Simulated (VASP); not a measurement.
Write the native input for VASP 6.6.1 that does the following.

| Quantity | Value |
| --- | --- |
| Task | dielectric tensor |
| Functional | r2SCAN |
| Potentials or basis | VASP PAW PBE potentials, release 64 (Sr_sv, O) |
| Cutoff | 520 eV |
| k mesh | 8 × 8 × 8 |
| Occupations | gaussian, width 0.01 eV |
| Spin | no spin polarisation |
| Dipole correction | no |
| Further INCAR settings | ALGO = Normal; EDIFF = 1e-08 |

The structure of SrO lies in POSCAR:

```
SrO
1.0
    0.0000000000      2.6314901724      2.6314901724
    2.6314901724      0.0000000000      2.6314901724
    2.6314901724      2.6314901724      0.0000000000
Sr O
1 1
Direct
    0.0000000000      0.0000000000      0.0000000000
    0.5000000000      0.5000000000      0.5000000000
```

This cell differs from its parent crystal: strain +2.0%.

The input as run:

INCAR

```
ALGO = Normal
EDIFF = 1E-8
ENCUT = 520
ISIF = 2
ISMEAR = 0
LASPH = T
LCALCEPS = T
LCHARG = F
LMIXTAU = T
LREAL = F
LWAVE = F
METAGGA = R2SCAN
NELM = 100
PREC = Accurate
SIGMA = 0.01
```

KPOINTS

```
k-points
0
Gamma
  8 8 8
```

Potentials or basis: VASP PAW PBE potentials, release 64 (Sr_sv, O).

The run is started by

```sh
$ cat potpaw_PBE.64/Sr_sv/POTCAR potpaw_PBE.64/O/POTCAR > POTCAR
$ mpirun -np 1 vasp_std > vasp.out
```

Results of the run:

```
Band gap on the k mesh                  : 3.77 eV, indirect (least direct gap 3.89 eV)
Electronic dielectric tensor (diagonal) : 3.49
Born charges (mean of the diagonal)     : Sr +2.39; O -2.39 e
```

Caveat: the cell differs from its parent crystal (strain +2.0%).

Wall time 26 min on 1 thread of Intel(R) Xeon(R) 6975P-C (Granite Rapids), with other jobs on the host, peak memory 0.41 GiB.
